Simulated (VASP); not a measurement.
The system is CsCl.

```
Cs Cl
1.0
     4.14370    0.00000    0.00000
     0.00000    4.14370    0.00000
     0.00000    0.00000    4.14370
Cs Cl
1 1
Direct
  0.00000 0.00000 0.00000
  0.50000 0.50000 0.50000
```

```yaml
Program: VASP 6.6.1
Task: relaxation of cell and atoms
Functional: PBE
Potentials_or_basis: VASP PAW PBE potentials, release 64 (Cs_sv, Cl)
Cutoff: 500 eV
k_mesh: 6 × 6 × 6
Occupations: fermi-dirac, width 0.02 eV
Spin: no spin polarisation
```

At the start: pressure 0.7 GPa; volume 35.57 Å³/atom.

**Question.** How do energy, volume and symmetry change on relaxing?

**Answer.** Over 4 steps the energy falls by 3.6 meV/atom and the volume is 37.23 Å³/atom (+4.6 %); space group Pm-3m (No. 221, to 0.1 Å) before and after.

The path:
```csv
step,energy change (eV),largest force (eV/Å),pressure (GPa),volume (Å³)
1,0.0000,0.0000,0.74,71.15
2,-0.0057,0.0000,0.33,72.86
3,-0.0072,0.0000,-0.04,74.63
4,-0.0073,0.0000,0.00,74.45
```

Final structure:
```yaml
crystal:
  lattice:
    - [4.20688, 0.00000, 0.00000]
    - [0.00000, 4.20688, 0.00000]
    - [0.00000, 0.00000, 4.20688]
  atoms:
    - { symbol: Cs, position: [0.00000, 0.00000, 0.00000] }
    - { symbol: Cl, position: [0.50000, 0.50000, 0.50000] }
```
